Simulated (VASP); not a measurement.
# LaPb3 (Pm-3m) in VASP: single point with LDA

Aim: the single point of LaPb3 with LDA.

All numbers are computed with VASP 6.6.1; they aren't measurements. Logs are shortened: lines on timing, memory, paths and dates and some standing lists are left out, and cuts for length are marked.

## Step 1: The cell of the first run

Symmetry: Pm-3m, No. 221, cubic system. Conventional cell: a = 4.893 Å, b = 4.893 Å, c = 4.893 Å, α = 90.00°, β = 90.00°, γ = 90.00°. Within 4.5 Å of La (site symmetry m-3m) lie 12 Pb at 3.46 Å. Pb (site symmetry 4/mmm) has 4 La at 3.46 Å and 8 Pb at 3.46 Å within 4.5 Å.

## Step 2: Single point, LDA

INCAR

```
SYSTEM = LaPb3
ALGO = Normal
EDIFF = 1E-6
ENCUT = 520
GGA = CA
ISIF = 2
ISMEAR = 0
LASPH = .TRUE.
LCHARG = .FALSE.
LREAL = .FALSE.
LWAVE = .FALSE.
NBANDS = 34
NELM = 60
PREC = Accurate
SIGMA = 0.05
```

KPOINTS

```
k-points
0
G
  5 5 5
  0 0 0
```

POSCAR

```
LaPb3
1.0
    4.8930000000      0.0000000000      0.0000000000
    0.0000000000      4.8930000000      0.0000000000
    0.0000000000      0.0000000000      4.8930000000
La Pb
1 3
Direct
    0.0000000000      0.0000000000      0.0000000000
    0.0000000000      0.5000000000      0.5000000000
    0.5000000000      0.0000000000      0.5000000000
    0.5000000000      0.5000000000      0.0000000000
```

Potentials or basis: VASP PAW LDA potentials, release 64 (La, Pb_d).

On the command line:

```console
> cat potpaw_LDA.64/La/POTCAR potpaw_LDA.64/Pb_d/POTCAR > POTCAR
> mpirun -np 1 vasp_std > vasp.out
```

OUTCAR:

```text
SYSTEM = LaPb3
   EDIFF = 1E-6
   ENCUT = 520
   GGA = CA
   ISIF = 2
   ISMEAR = 0
   LASPH = .TRUE.
   LREAL = .FALSE.
   NELM = 60
   PREC = Accurate

 ion  position               nearest neighbor table
   1  0.000  0.000  0.000-   2 3.46   3 3.46   4 3.46   2 3.46   3 3.46   2 3.46   4 3.46   2 3.46
                             3 3.46   4 3.46   3 3.46   4 3.46
   2  0.000  0.500  0.500-   1 3.46   3 3.46   4 3.46   1 3.46   4 3.46   1 3.46   3 3.46   1 3.46
                             3 3.46   4 3.46   4 3.46   3 3.46
   3  0.500  0.000  0.500-   1 3.46   2 3.46   4 3.46   1 3.46   4 3.46   2 3.46   4 3.46   4 3.46
                             1 3.46   2 3.46   1 3.46   2 3.46
   4  0.500  0.500  0.000-   1 3.46   2 3.46   3 3.46   2 3.46   3 3.46   1 3.46   3 3.46   3 3.46
                             1 3.46   2 3.46   2 3.46   1 3.46

  LATTYP: Found a simple cubic cell.
 ALAT       =     4.8930000000

  Lattice vectors:

 A1 = (   4.8930000000,   0.0000000000,   0.0000000000)
 A2 = (   0.0000000000,   4.8930000000,   0.0000000000)
 A3 = (   0.0000000000,   0.0000000000,   4.8930000000)

Analysis of symmetry for initial positions (statically):
=====================================================================
 Subroutine PRICEL returns:
 Original cell was already a primitive cell.

 Routine SETGRP: Setting up the symmetry group for a
 simple cubic supercell.

 Subroutine GETGRP returns: Found 48 space group operations
 (whereof 48 operations were pure point group operations)
 out of a pool of 48 trial point group operations.

The static configuration has the point symmetry O_h .

Analysis of symmetry for dynamics (positions and initial velocities):
=====================================================================
 Subroutine PRICEL returns:
 Original cell was already a primitive cell.

 Routine SETGRP: Setting up the symmetry group for a
 simple cubic supercell.

 Subroutine GETGRP returns: Found 48 space group operations
 (whereof 48 operations were pure point group operations)
 out of a pool of 48 trial point group operations.

The dynamic configuration has the point symmetry O_h .

 Subroutine INISYM returns: Found 48 space group operations
 (whereof 48 operations are pure point group operations),
 and found     1 'primitive' translations

----------------------------------------------------------------------------------------

                                     Primitive cell

  volume of cell :     117.1455

  direct lattice vectors                    reciprocal lattice vectors
     4.893000000  0.000000000  0.000000000     0.204373595  0.000000000  0.000000000
     0.000000000  4.893000000  0.000000000     0.000000000  0.204373595  0.000000000
     0.000000000  0.000000000  4.893000000     0.000000000  0.000000000  0.204373595

  length of vectors
     4.893000000  4.893000000  4.893000000     0.204373595  0.204373595  0.204373595

  position of ions in fractional coordinates (direct lattice)
     0.000000000  0.000000000  0.000000000
     0.000000000  0.500000000  0.500000000
     0.500000000  0.000000000  0.500000000
     0.500000000  0.500000000  0.000000000

  ion indices of the primitive-cell ions
   primitive index   ion index
                 1           1
                 2           2
                 3           3
                 4           4

----------------------------------------------------------------------------------------

 KPOINTS: k-points

Automatic generation of k-mesh.
 Grid dimensions read from file:
 generate k-points for:    5    5    5

 Generating k-lattice:

  Cartesian coordinates                     Fractional coordinates (reciprocal lattice)
     0.040874719  0.000000000  0.000000000     0.200000000  0.000000000  0.000000000
     0.000000000  0.040874719  0.000000000     0.000000000  0.200000000  0.000000000
     0.000000000  0.000000000  0.040874719     0.000000000  0.000000000  0.200000000

  Length of vectors
     0.040874719  0.040874719  0.040874719

  Shift w.r.t. Gamma in fractional coordinates (k-lattice)
     0.000000000  0.000000000  0.000000000

 Subroutine IBZKPT returns following result:
 ===========================================

 Found     10 irreducible k-points:

 Following reciprocal coordinates:
            Coordinates               Weight
  0.000000  0.000000  0.000000      1.000000
  0.200000  0.000000  0.000000      6.000000
  0.400000  0.000000  0.000000      6.000000
  0.200000  0.200000  0.000000     12.000000
  0.400000  0.200000  0.000000     24.000000
  0.400000  0.400000  0.000000     12.000000
  0.200000  0.200000  0.200000      8.000000
  0.400000  0.200000  0.200000     24.000000
  0.400000  0.400000  0.200000     24.000000
  0.400000  0.400000  0.400000      8.000000
   k-points           NKPTS =     10   k-points in BZ     NKDIM =     10   number of bands    NBANDS=     34
   number of dos      NEDOS =    301   number of ions     NIONS =      4
   total plane-waves  NPLWV =  46656
   dimension x,y,z NGX =    36 NGY =   36 NGZ =   36
   dimension x,y,z NGXF=    72 NGYF=   72 NGZF=   72
   ions per type =               1   3
   NGX,Y,Z   is equivalent  to a cutoff of  12.23, 12.23, 12.23 a.u.
   NGXF,Y,Z  is equivalent  to a cutoff of  24.46, 24.46, 24.46 a.u.
 SYSTEM =  LaPb3
   PREC   = accura    normal or accurate (medium, high low for compatibility)
   ISTART =      0    job   : 0-new  1-cont  2-samecut
   ICHARG =      2    charge: 1-file 2-atom 10-const
   ISPIN  =      1    spin polarized calculation?
   LNONCOLLINEAR =      F non collinear calculations
   LSORBIT =      F    spin-orbit coupling
   LASPH  =      T    aspherical Exc in radial PAW
   ENCUT  =  520.0 eV  38.22 Ry    6.18 a.u.   9.10  9.10  9.10*2*pi/ulx,y,z
   NELM   =     60;   NELMIN=  2; NELMDL= -5     # of ELM steps
   EDIFF  = 0.1E-05   stopping-criterion for ELM
   LREAL  =      F    real-space projection
   EDIFFG = 0.1E-04   stopping-criterion for IOM
   NSW    =      0    number of steps for IOM
   IBRION =     -1    ionic relax: 0-MD 1-quasi-New 2-CG
   NFREE  =      0    steps in history (QN), initial steepest desc. (CG)
   ISIF   =      2    stress and relaxation
   ISYM   =      2    0-nonsym 1-usesym 2-fastsym
   POTIM  = 0.5000    time-step for ionic-motion
   TEBEG  =    0.0;   TEEND  =   0.0 temperature during run
   PSTRESS=    0.0 pullay stress
   NELECT =      53.0000    total number of electrons
   NUPDOWN=      -1.0000    fix difference up-down
   EMIN   =  10.00;   EMAX   =-10.00  energy-range for DOS
   EFERMI =   0.00;   METHOD = LEGACY
   ISMEAR =     0;   SIGMA  =   0.05  broadening in eV -4-tet -1-fermi 0-gaus
   EFERMI_NEDOS =   21; number of points for ismear=-14 and -15
   IALGO  =     38    algorithm
   IMIX   =      4    mixing-type and parameters
     AMIX     =   0.40;   BMIX     =  1.00
     AMIX_MAG =   1.60;   BMIX_MAG =  1.00
  volume/ion in A,a.u.               =      29.29       197.63
  Fermi-wavevector in a.u.,A,eV,Ry     =   1.256777  2.374964 21.490246  1.579489
  Thomas-Fermi vector in A             =   2.390468
   LORBIT       =      0    0 simple, 1 ext, 2 COOP (PROOUT), +10 PAW based schemes
   GGA     = CA    functional components
   LHFCALC =     F    Hartree Fock is set to
   AEXX    =    0.0000 exact exchange contribution
   IVDW    =     0    specifies the selected vdW correction
   LEPSILON=     F    determine dielectric tensor
   LRPA    =     F    only Hartree local field effects (RPA)
 non-spin polarized calculation
 Gauss-broadening in eV      SIGMA  =   0.05
  energy-cutoff  :      520.00
  volume of cell :      117.15
 maximum number of plane-waves:      3174
   NGX = 19   NGY = 19   NGZ = 19

 number of electron      53.0000001 magnetization

 Free energy of the ion-electron system (eV)
  ---------------------------------------------------
  ext. energy  EPLUGINS =         0.00000000
  ---------------------------------------------------
  free energy    TOTEN  =       -20.38407820 eV

  energy without entropy =      -20.38146187  energy(sigma->0) =      -20.38277003

 E-fermi :   7.9103     XC(G=0): -10.6647

 val. band max:        7.8988873614   @ k =   0.2000   0.2000   0.0000
 cond. band min:       8.2448834612   @ k =   0.4000   0.0000   0.0000
 fundamental gap:      0.3459960998
 Fermi energy:         7.9103441501

 k-point     1 :       0.0000    0.0000    0.0000
  band No.  band energies     occupation
      1     -24.7085      2.00000
      2      -8.8307      2.00000
      3      -8.8307      2.00000
      4      -8.8307      2.00000
      5      -8.8107      2.00000
      6      -8.6711      2.00000
[... 26 lines left out ...]
     33       9.9265      0.00000
     34       9.9266      0.00000

 k-point     2 :       0.2000    0.0000    0.0000
  band No.  band energies     occupation
      1     -24.7073      2.00000
      2      -8.8649      2.00000
      3      -8.8491      2.00000
      4      -8.8491      2.00000
      5      -8.8233      2.00000
      6      -8.6990      2.00000
[... 26 lines left out ...]
     33       9.8816      0.00000
     34       9.9749      0.00000

 k-point     3 :       0.4000    0.0000    0.0000
  band No.  band energies     occupation
      1     -24.7053      2.00000
      2      -8.9806      2.00000
      3      -8.9335      2.00000
      4      -8.9335      2.00000
      5      -8.8103      2.00000
      6      -8.6646      2.00000
[... 26 lines left out ...]
     33       9.9060      0.00000
     34       9.9492      0.00000
[... 186 lines left out ...]
 k-point     9 :       0.4000    0.4000    0.2000
  band No.  band energies     occupation
      1     -24.7022      2.00000
      2      -9.0166      2.00000
      3      -8.8381      2.00000
      4      -8.7895      2.00000
      5      -8.7277      2.00000
      6      -8.7042      2.00000
[... 26 lines left out ...]
     33       9.7802      0.00000
     34      10.0647      0.00000

 k-point    10 :       0.4000    0.4000    0.4000
  band No.  band energies     occupation
      1     -24.7011      2.00000
      2      -8.8863      2.00000
      3      -8.7382      2.00000
      4      -8.7142      2.00000
      5      -8.7142      2.00000
      6      -8.7011      2.00000
[... 26 lines left out ...]
     33       9.8472      0.00000
     34      10.7736      0.00000

------------------------ aborting loop because EDIFF is reached ----------------------------------------

  FORCE on cell =-STRESS in cart. coord.  units (eV):
  Direction    XX          YY          ZZ          XY          YZ          ZX
  --------------------------------------------------------------------------------------
  -------------------------------------------------------------------------------------
  Total       -1.4809769     -1.4809769     -1.4809769     -0.0000000     -0.0000000     -0.0000000
  in kB      -20.2550455    -20.2550455    -20.2550455     -0.0000000     -0.0000000     -0.0000000
  external PRESSURE =     -20.2550455 kB  Pullay stress =       0.0000000 kB

 VOLUME and BASIS-vectors are now :
 -----------------------------------------------------------------------------
  energy-cutoff  :      520.00
  volume of cell :      117.15
      direct lattice vectors                 reciprocal lattice vectors
     4.893000000  0.000000000  0.000000000     0.204373595  0.000000000  0.000000000
     0.000000000  4.893000000  0.000000000     0.000000000  0.204373595  0.000000000
     0.000000000  0.000000000  4.893000000     0.000000000  0.000000000  0.204373595

 POSITION                                       TOTAL-FORCE (eV/Angst)
 -----------------------------------------------------------------------------------
      0.00000      0.00000      0.00000         0.000000      0.000000      0.000000
      0.00000      2.44650      2.44650         0.000000      0.000000      0.000000
      2.44650      0.00000      2.44650         0.000000      0.000000      0.000000
      2.44650      2.44650      0.00000         0.000000      0.000000      0.000000
 -----------------------------------------------------------------------------------
    total drift:                                0.000000      0.000000      0.000000

  FREE ENERGIE OF THE ION-ELECTRON SYSTEM (eV)
  ---------------------------------------------------
  free  energy   TOTEN  =       -20.3840781963 eV

  energy  without entropy=      -20.3814618682  energy(sigma->0) =      -20.38277003
```

It took 31 s on 1 thread of Intel Xeon Platinum 8375C at 2.90GHz (Ice Lake), shared host; peak memory 0.19 GiB.

Results:

| Quantity | Value |
| --- | --- |
| Free energy | -20.3841 eV |
| Pressure | -2.0 GPa |

Caveat: spin-orbit coupling is left out, which moves the levels of the heavy elements.
